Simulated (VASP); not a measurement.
**CoO: single point with PBEsol**

The system is CoO.

```
CELL_PARAMETERS angstrom
-1.49788 1.49788 2.09310
1.49788 -1.49788 2.09310
1.49788 1.49788 -2.09310
ATOMIC_POSITIONS crystal
Co 0.00000 0.00000 0.00000
O 0.50000 0.50000 0.00000
```

```json
{
 "Program": "VASP 6.6.1",
 "Task": "single point",
 "Functional": "PBEsol",
 "Potentials or basis": "VASP PAW PBE potentials, release 64 (Co, O)",
 "Cutoff": "520 eV",
 "k mesh": "12 × 12 × 12",
 "Occupations": "fermi-dirac, width 0.05 eV",
 "Spin": "collinear spin, ferromagnetic start",
 "Starting moments": "[2.0, 0.0] μB"
}
```

```
Pressure                                              : -6.5 GPa
Net moment                                            : 2.87 μB per cell
Site moments                                          : Co +2.52; O +0.30 μB
Valence electrons inside the program's atomic spheres : Co 7.85; O 4.96
```

Stress tensor (GPa, compression positive):
```
-6.66  0.00  0.00
 0.00 -6.66  0.00
 0.00  0.00 -6.32
```

Levels at points of the mesh, in eV from the Fermi level:
Spin up:
| k point | band 7 | band 8 | band 9 | band 10 | band 11 | band 12 |
| --- | --- | --- | --- | --- | --- | --- |
| (0.00, 0.00, 0.00) | -3.19 | -3.19 | -3.10 | 0.99 | 16.65 | 18.13 |
| (0.50, 0.00, 0.00) | -1.82 | 0.11 | 0.20 | 4.91 | 9.45 | 13.27 |
| (0.50, 0.50, 0.00) | -2.34 | -2.09 | -2.06 | 5.88 | 9.75 | 11.64 |
| (0.50, 0.50, 0.50) | -2.34 | -2.10 | -2.10 | 5.88 | 9.90 | 11.50 |
Spin down:
| k point | band 3 | band 4 | band 5 | band 6 | band 7 | band 8 | band 9 | band 10 |
| --- | --- | --- | --- | --- | --- | --- | --- | --- |
| (0.00, 0.00, 0.00) | -2.74 | -2.74 | -1.19 | -1.19 | -1.13 | -0.19 | -0.18 | 1.55 |
| (0.50, 0.00, 0.00) | -4.96 | -4.92 | -0.15 | -0.12 | 0.19 | 2.59 | 2.66 | 5.21 |
| (0.50, 0.50, 0.00) | -4.10 | -4.00 | -2.39 | 0.14 | 0.16 | 0.30 | 0.85 | 6.71 |
| (0.50, 0.50, 0.50) | -4.09 | -4.09 | -2.39 | 0.15 | 0.15 | 0.34 | 0.84 | 6.71 |

Wall time 51 s on 1 thread of Intel(R) Xeon(R) 6975P-C (Granite Rapids), with other jobs on the host, peak memory 0.21 GiB.

Caveat: the PAW data sets were made with another functional, which shifts forces and pressure a little; a cell with one magnetic atom can't hold antiferromagnetic order, which such compounds often take; semilocal functionals often make such compounds metallic where correlation or magnetic order opens a gap, which also shifts bond lengths. With open d or f shells a metallic result of PBEsol can be an artefact of self-interaction; +U or a hybrid may open a gap.
